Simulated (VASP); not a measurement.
A run of VASP 6.6.1 is set up as follows.

The input INCAR:

```
SYSTEM = TeMoS4
ALGO = Normal
EDIFF = 1E-6
ENCUT = 520
GGA = PE
ISIF = 2
ISMEAR = 0
LASPH = .TRUE.
LCHARG = .FALSE.
LREAL = .FALSE.
LWAVE = .FALSE.
NBANDS = 31
NELM = 60
PREC = Accurate
SIGMA = 0.1
```

The input KPOINTS:

```
k-points
0
G
  12 12 4
  0 0 0
```

The input POSCAR:

```
TeMoS4
1.0
    4.4269366163      0.0000000000      0.0000000000
   -2.2134683081      3.8338395707      0.0000000000
    0.0000000000      0.0000000000      9.5469015870
Te Mo S
1 1 4
Direct
    0.0000000000      0.0000000000      0.5000000000
    0.0000000000      0.0000000000      0.0000000000
    0.0000000000      0.0000000000      0.2425108828
    0.0000000000      0.0000000000      0.7574891172
    0.3333333333      0.6666666667      0.0000000000
    0.6666666667      0.3333333333      0.0000000000
```

Potentials or basis: VASP PAW PBE potentials, release 64 (Te, Mo_sv, S).

Launch:

```bash
$ cat potpaw_PBE.64/Te/POTCAR potpaw_PBE.64/Mo_sv/POTCAR potpaw_PBE.64/S/POTCAR > POTCAR
$ mpirun -np 1 vasp_std > vasp.out
```

Q: Estimate the pressure.

A: -0.1 GPa.

Q: Predict the band gap on the k mesh.

A: Zero (band 22 reaches 4.08 eV, above the bottom of band 23 at 3.18 eV).

Stress tensor (GPa, compression positive):
```
-0.04  0.00  0.00
 0.00 -0.04  0.00
 0.00  0.00 -0.12
```

Caveat: spin-orbit coupling is left out, which moves the levels of the heavy elements.
